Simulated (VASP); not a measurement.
# Ti (Imm2) in VASP: single point with r2SCAN

Aim: the single point of Ti with r2SCAN.

Everything below comes from runs of VASP 6.6.1. Logs are shortened: lines on timing, memory, paths and dates and some standing lists are left out, and cuts for length are marked.

**1. The cell of the first run**

It takes space group Imm2 (No. 44, orthorhombic). Conventional cell: a = 5.742 Å, b = 8.120 Å, c = 5.742 Å, α = 90.00°, β = 90.00°, γ = 90.00°. Within 3.4 Å of Ti (site symmetry mm2) lie 12 Ti at 2.57 to 3.17 Å. Ti (site symmetry 1) has 12 Ti at 2.73 to 3.03 Å within 3.6 Å. Ti (site symmetry mm2) has 12 Ti at 2.57 to 3.17 Å within 3.4 Å. Ti (site symmetry mm2) has 12 Ti at 2.87 to 2.89 Å within 3.8 Å. Within 3.9 Å of Ti (site symmetry mm2) lie 14 Ti at 2.87 to 3.85 Å.

**2. Single point, r2SCAN (atom 1 (Ti) moved -0.300 Å along Cartesian [1 1 0])**

File POSCAR:

```
Ti
1.0
    4.0600000000     -4.0600000000      0.0000000000
    4.0600000000      0.0000000000      4.0600000000
    0.0000000000     -4.0600000000      4.0600000000
Ti
8
Direct
    0.5000000000     -0.0522492695      0.0522492695
    0.5000000000      0.0000000000      0.5000000000
    0.5000000000      0.5000000000      0.0000000000
    0.5000000000      0.5000000000      0.5000000000
    0.0000000000      0.0000000000      0.0000000000
    0.0000000000      0.0000000000      0.5000000000
    0.0000000000      0.5000000000      0.0000000000
    0.0000000000      0.5000000000      0.5000000000
```

File INCAR.step1:

```
SYSTEM = Ti
ALGO = Normal
EDIFF = 1E-5
ENCUT = 550
GGA = PE
GGA_COMPAT = .FALSE.
ISMEAR = 0
KPAR = 4
LASPH = .TRUE.
LCHARG = .FALSE.
LREAL = .FALSE.
LWAVE = .TRUE.
NBANDS = 58
NELM = 120
PREC = Accurate
SIGMA = 0.15
```

File INCAR.step2:

```
SYSTEM = Ti
ALGO = Normal
EDIFF = 1E-6
ENCUT = 550
GGA_COMPAT = .FALSE.
ISIF = 2
ISMEAR = 0
ISTART = 1
KPAR = 4
LASPH = .TRUE.
LCHARG = .FALSE.
LMIXTAU = .TRUE.
LREAL = .FALSE.
LWAVE = .FALSE.
METAGGA = R2SCAN
NBANDS = 58
NELM = 120
PREC = Accurate
SIGMA = 0.15
```

File KPOINTS:

```
k-points
0
G
  10 10 10
  0 0 0
```

Potentials or basis: VASP PAW PBE potentials, release 64 (Ti_sv).

Command:

```
$ cat potpaw_PBE.64/Ti_sv/POTCAR > POTCAR
$ cp INCAR.step1 INCAR
$ mpirun -np 4 vasp_std > vasp.out
$ cp INCAR.step2 INCAR
$ mpirun -np 4 vasp_std > vasp.out
```

OUTCAR:

```text
SYSTEM = Ti
   EDIFF = 1E-6
   ENCUT = 550
   ISIF = 2
   ISMEAR = 0
   ISTART = 1
   LASPH = .TRUE.
   LREAL = .FALSE.
   METAGGA = R2SCAN
   NELM = 120
   PREC = Accurate

 ion  position               nearest neighbor table
   1  0.500  0.948  0.052-   4 2.57   3 2.73   2 2.73   7 2.73   6 2.73   5 2.89   5 2.89
   2  0.500  0.000  0.500-   1 2.73   4 2.87   6 2.87   3 2.87   5 2.87   3 2.87   4 2.87   8 2.87
                             5 2.87   6 2.87   8 2.87
   3  0.500  0.500  0.000-   1 2.73   4 2.87   7 2.87   2 2.87   4 2.87   8 2.87   2 2.87   5 2.87
                             5 2.87   7 2.87   8 2.87
   4  0.500  0.500  0.500-   1 2.57   2 2.87   3 2.87   8 2.87   3 2.87   7 2.87   2 2.87   6 2.87
                             6 2.87   7 2.87   8 2.87
   5  0.000  0.000  0.000-   6 2.87   7 2.87   2 2.87   6 2.87   8 2.87   3 2.87   7 2.87   8 2.87
                             2 2.87   3 2.87   1 2.89   1 2.89
   6  0.000  0.000  0.500-   1 2.73   2 2.87   5 2.87   8 2.87   5 2.87   7 2.87   4 2.87   7 2.87
                             8 2.87   2 2.87   4 2.87
   7  0.000  0.500  0.000-   1 2.73   5 2.87   8 2.87   4 2.87   6 2.87   8 2.87   5 2.87   6 2.87
                             3 2.87   3 2.87   4 2.87
   8  0.000  0.500  0.500-   4 2.87   6 2.87   7 2.87   3 2.87   5 2.87   7 2.87   2 2.87   5 2.87
                             6 2.87   2 2.87   3 2.87   4 2.87

  LATTYP: Found a face centered cubic cell.
 ALAT       =     8.1200000000

  Lattice vectors:

 A1 = (   4.0600000000,  -4.0600000000,   0.0000000000)
 A2 = (   4.0600000000,   0.0000000000,   4.0600000000)
 A3 = (   0.0000000000,  -4.0600000000,   4.0600000000)

Analysis of symmetry for initial positions (statically):
=====================================================================
 Subroutine PRICEL returns:
 Original cell was already a primitive cell.

 Routine SETGRP: Setting up the symmetry group for a
 face centered cubic supercell.

 Subroutine GETGRP returns: Found  4 space group operations
 (whereof  4 operations were pure point group operations)
 out of a pool of 48 trial point group operations.

The static configuration has the point symmetry C_2v.

Analysis of symmetry for dynamics (positions and initial velocities):
=====================================================================
 Subroutine PRICEL returns:
 Original cell was already a primitive cell.

 Routine SETGRP: Setting up the symmetry group for a
 face centered cubic supercell.

 Subroutine GETGRP returns: Found  4 space group operations
 (whereof  4 operations were pure point group operations)
 out of a pool of 48 trial point group operations.

The dynamic configuration has the point symmetry C_2v.

 Subroutine INISYM returns: Found  4 space group operations
 (whereof  4 operations are pure point group operations),
 and found     1 'primitive' translations

----------------------------------------------------------------------------------------

                                     Primitive cell

  volume of cell :     133.8468

  direct lattice vectors                    reciprocal lattice vectors
     4.060000000 -4.060000000  0.000000000     0.123152709 -0.123152709 -0.123152709
     4.060000000  0.000000000  4.060000000     0.123152709  0.123152709  0.123152709
     0.000000000 -4.060000000  4.060000000    -0.123152709 -0.123152709  0.123152709

  length of vectors
     5.741707063  5.741707063  5.741707063     0.213306750  0.213306750  0.213306750

  position of ions in fractional coordinates (direct lattice)
     0.500000000  0.947750730  0.052249270
     0.500000000  0.000000000  0.500000000
     0.500000000  0.500000000  0.000000000
     0.500000000  0.500000000  0.500000000
     0.000000000  0.000000000  0.000000000
     0.000000000  0.000000000  0.500000000
     0.000000000  0.500000000  0.000000000
     0.000000000  0.500000000  0.500000000

  ion indices of the primitive-cell ions
   primitive index   ion index
                 1           1
                 2           2
                 3           3
                 4           4
                 5           5
                 6           6
                 7           7
                 8           8

----------------------------------------------------------------------------------------

 KPOINTS: k-points

Automatic generation of k-mesh.
 Grid dimensions read from file:
 generate k-points for:   10   10   10

 Generating k-lattice:

  Cartesian coordinates                     Fractional coordinates (reciprocal lattice)
     0.012315271 -0.012315271 -0.012315271     0.100000000  0.000000000  0.000000000
     0.012315271  0.012315271  0.012315271     0.000000000  0.100000000  0.000000000
    -0.012315271 -0.012315271  0.012315271     0.000000000  0.000000000  0.100000000

  Length of vectors
     0.021330675  0.021330675  0.021330675

  Shift w.r.t. Gamma in fractional coordinates (k-lattice)
     0.000000000  0.000000000  0.000000000

 Subroutine IBZKPT returns following result:
 ===========================================

 Found    171 irreducible k-points:

 Following reciprocal coordinates:
            Coordinates               Weight
  0.000000  0.000000  0.000000      1.000000
  0.100000  0.000000  0.000000      4.000000
  0.000000  0.100000  0.000000      4.000000
  0.200000  0.000000  0.000000      4.000000
  0.000000  0.200000  0.000000      4.000000
  0.300000  0.000000  0.000000      4.000000
[... 16 lines left out ...]
  0.000000  0.400000  0.100000      4.000000
  0.100000  0.000000  0.400000      8.000000
 [... further k-points ...]
   k-points           NKPTS =    171   k-points in BZ     NKDIM =    171   number of bands    NBANDS=     58
   number of dos      NEDOS =    301   number of ions     NIONS =      8
   total plane-waves  NPLWV = 110592
   dimension x,y,z NGX =    48 NGY =   48 NGZ =   48
   dimension x,y,z NGXF=    96 NGYF=   96 NGZF=   96
   ions per type =               8
   NGX,Y,Z   is equivalent  to a cutoff of  13.90, 13.90, 13.90 a.u.
   NGXF,Y,Z  is equivalent  to a cutoff of  27.80, 27.80, 27.80 a.u.
 SYSTEM =  Ti
   PREC   = accura    normal or accurate (medium, high low for compatibility)
   ISTART =      1    job   : 0-new  1-cont  2-samecut
   ICHARG =      0    charge: 1-file 2-atom 10-const
   ISPIN  =      1    spin polarized calculation?
   LNONCOLLINEAR =      F non collinear calculations
   LSORBIT =      F    spin-orbit coupling
   LASPH  =      T    aspherical Exc in radial PAW
   ENCUT  =  550.0 eV  40.42 Ry    6.36 a.u.  10.98 10.98 10.98*2*pi/ulx,y,z
   NELM   =    120;   NELMIN=  2; NELMDL=  0     # of ELM steps
   EDIFF  = 0.1E-05   stopping-criterion for ELM
   LREAL  =      F    real-space projection
   EDIFFG = 0.1E-04   stopping-criterion for IOM
   NSW    =      0    number of steps for IOM
   IBRION =     -1    ionic relax: 0-MD 1-quasi-New 2-CG
   NFREE  =      0    steps in history (QN), initial steepest desc. (CG)
   ISIF   =      2    stress and relaxation
   ISYM   =      2    0-nonsym 1-usesym 2-fastsym
   POTIM  = 0.5000    time-step for ionic-motion
   TEBEG  =    0.0;   TEEND  =   0.0 temperature during run
   PSTRESS=    0.0 pullay stress
   NELECT =      96.0000    total number of electrons
   NUPDOWN=      -1.0000    fix difference up-down
   EMIN   =  10.00;   EMAX   =-10.00  energy-range for DOS
   EFERMI =   0.00;   METHOD = LEGACY
   ISMEAR =     0;   SIGMA  =   0.15  broadening in eV -4-tet -1-fermi 0-gaus
   EFERMI_NEDOS =   21; number of points for ismear=-14 and -15
   IALGO  =     38    algorithm
   IMIX   =      4    mixing-type and parameters
     AMIX     =   0.40;   BMIX     =  1.00
     AMIX_MAG =   1.60;   BMIX_MAG =  1.00
  volume/ion in A,a.u.               =      16.73       112.91
  Fermi-wavevector in a.u.,A,eV,Ry     =   1.465421  2.769245 29.217967  2.147460
  Thomas-Fermi vector in A             =   2.581280
   LORBIT       =      0    0 simple, 1 ext, 2 COOP (PROOUT), +10 PAW based schemes
   METAGGA = R2SCAN    functional components
   LHFCALC =     F    Hartree Fock is set to
   AEXX    =    0.0000 exact exchange contribution
   IVDW    =     0    specifies the selected vdW correction
   LEPSILON=     F    determine dielectric tensor
   LRPA    =     F    only Hartree local field effects (RPA)
 non-spin polarized calculation
 Gauss-broadening in eV      SIGMA  =   0.15
  energy-cutoff  :      550.00
  volume of cell :      133.85
 maximum number of plane-waves:      3948
 NGX is ok and might be reduce to    48
   NGX = 21   NGY = 21   NGZ = 21

 number of electron      96.0000014 magnetization

 Free energy of the ion-electron system (eV)
  ---------------------------------------------------
  ext. energy  EPLUGINS =         0.00000000
  ---------------------------------------------------
  free energy    TOTEN  =      -102.78371357 eV

  energy without entropy =     -102.65091824  energy(sigma->0) =     -102.71731591

 E-fermi :   8.6435     XC(G=0): -12.5950

 val. band max:        8.6401131429   @ k =   0.2000   0.2000   0.0000
 cond. band min:       8.6457105151   @ k =   0.5000   0.4000   0.1000
 fundamental gap:      0.0055973721
 Fermi energy:         8.6434633910

 k-point     1 :       0.0000    0.0000    0.0000
  band No.  band energies     occupation
      1     -50.3393      2.00000
      2     -50.1969      2.00000
      3     -50.1967      2.00000
      4     -50.1893      2.00000
      5     -50.1648      2.00000
      6     -50.1485      2.00000
[... 50 lines left out ...]
     57       9.7472      0.00000
     58       9.9047      0.00000

 k-point     2 :       0.1000    0.0000    0.0000
  band No.  band energies     occupation
      1     -50.3357      2.00000
      2     -50.1985      2.00000
      3     -50.1960      2.00000
      4     -50.1893      2.00000
      5     -50.1650      2.00000
      6     -50.1498      2.00000
[... 50 lines left out ...]
     57       9.7796      0.00000
     58       9.9248      0.00000
[... 1279 lines left out ...]
     57       9.9660      0.00000
     58      10.0820      0.00000

 k-point    24 :       0.1000    0.0000    0.4000
  band No.  band energies     occupation
      1     -50.2940      2.00000
      2     -50.2321      2.00000
      3     -50.1864      2.00000
      4     -50.1811      2.00000
      5     -50.1690      2.00000
      6     -50.1606      2.00000
[... 50 lines left out ...]
     57       9.9529      0.00000
     58      10.0781      0.00000

 [... further k-points ...]

------------------------ aborting loop because EDIFF is reached ----------------------------------------

  FORCE on cell =-STRESS in cart. coord.  units (eV):
  Direction    XX          YY          ZZ          XY          YZ          ZX
  --------------------------------------------------------------------------------------
  -------------------------------------------------------------------------------------
  Total        4.6638190      4.6638190      4.3529935      0.5994176      0.0000000      0.0000000
  in kB       55.8269854     55.8269854     52.1063327      7.1751659      0.0000000      0.0000000
  external PRESSURE =      54.5867678 kB  Pullay stress =       0.0000000 kB

 VOLUME and BASIS-vectors are now :
 -----------------------------------------------------------------------------
  energy-cutoff  :      550.00
  volume of cell :      133.85
      direct lattice vectors                 reciprocal lattice vectors
     4.060000000 -4.060000000  0.000000000     0.123152709 -0.123152709 -0.123152709
     4.060000000  0.000000000  4.060000000     0.123152709  0.123152709  0.123152709
     0.000000000 -4.060000000  4.060000000    -0.123152709 -0.123152709  0.123152709

 POSITION                                       TOTAL-FORCE (eV/Angst)
 -----------------------------------------------------------------------------------
      5.87787     -2.24213      4.06000         1.288326      1.288326      0.000000
      2.03000     -4.06000      2.03000        -0.121055     -0.301939      0.223308
      4.06000     -2.03000      2.03000        -0.301939     -0.121055     -0.223308
      4.06000     -4.06000      4.06000        -0.619158     -0.619158      0.000000
      0.00000      0.00000      0.00000        -0.082872     -0.082872      0.000000
      0.00000     -2.03000      2.03000        -0.301939     -0.121055      0.223308
      2.03000      0.00000      2.03000        -0.121055     -0.301939     -0.223308
      2.03000     -2.03000      4.06000         0.259692      0.259692      0.000000
 -----------------------------------------------------------------------------------
    total drift:                                0.000027      0.000027     -0.000000

  FREE ENERGIE OF THE ION-ELECTRON SYSTEM (eV)
  ---------------------------------------------------
  free  energy   TOTEN  =      -102.7837135700 eV

  energy  without entropy=     -102.6509182431  energy(sigma->0) =     -102.71731591
```

It took 18 min on 4 MPI ranks of Intel Xeon 6975P-C (Granite Rapids), shared host; peak memory 1 GiB.

Results:

| Property | Result |
| --- | --- |
| Free energy | -102.7837 eV |
| Pressure | 5.5 GPa |
| Largest force | 1.822 eV/Å |
| Band gap on the k mesh | zero (bands 48 and 49 overlap by 1.26 eV) |

Forces on the atoms (eV/Å):
```
Ti   1.288  1.288  0.000
Ti  -0.121 -0.302  0.223
Ti  -0.302 -0.121 -0.223
Ti  -0.619 -0.619  0.000
Ti  -0.083 -0.083  0.000
Ti  -0.302 -0.121  0.223
Ti  -0.121 -0.302 -0.223
Ti   0.260  0.260  0.000
```

Stress tensor (GPa, compression positive):
```
5.58 0.72 0.00
0.72 5.58 0.00
0.00 0.00 5.21
```

Levels at points of the mesh, in eV from the Fermi level:
| k point | band 43 | band 44 | band 45 | band 46 | band 47 | band 48 | band 49 | band 50 | band 51 | band 52 |
| --- | --- | --- | --- | --- | --- | --- | --- | --- | --- | --- |
| (0.00, 0.00, 0.00) | -1.85 | 0.41 | 0.48 | 0.55 | 0.56 | 0.82 | 0.84 | 0.85 | 0.91 | 0.95 |
| (0.50, 0.00, 0.00) | -1.12 | -1.09 | -1.02 | -0.95 | 0.06 | 0.09 | 0.29 | 0.31 | 0.46 | 0.48 |
| (0.00, 0.50, 0.00) | -1.11 | -1.08 | -1.01 | -0.95 | -0.17 | 0.18 | 0.28 | 0.40 | 0.44 | 0.47 |
| (0.50, 0.50, 0.00) | -0.56 | -0.52 | -0.43 | -0.42 | -0.40 | -0.40 | -0.31 | -0.19 | -0.02 | 0.00 |
| (0.00, 0.50, 0.50) | -0.52 | -0.51 | -0.47 | -0.41 | -0.40 | -0.40 | -0.36 | -0.10 | -0.07 | 0.02 |

Caveat: the cell differs from its parent crystal (atom 1 (Ti) moved -0.300 Å along Cartesian [1 1 0]); the cell stands under pressure; the PAW data sets were made with another functional, which shifts forces and pressure a little.
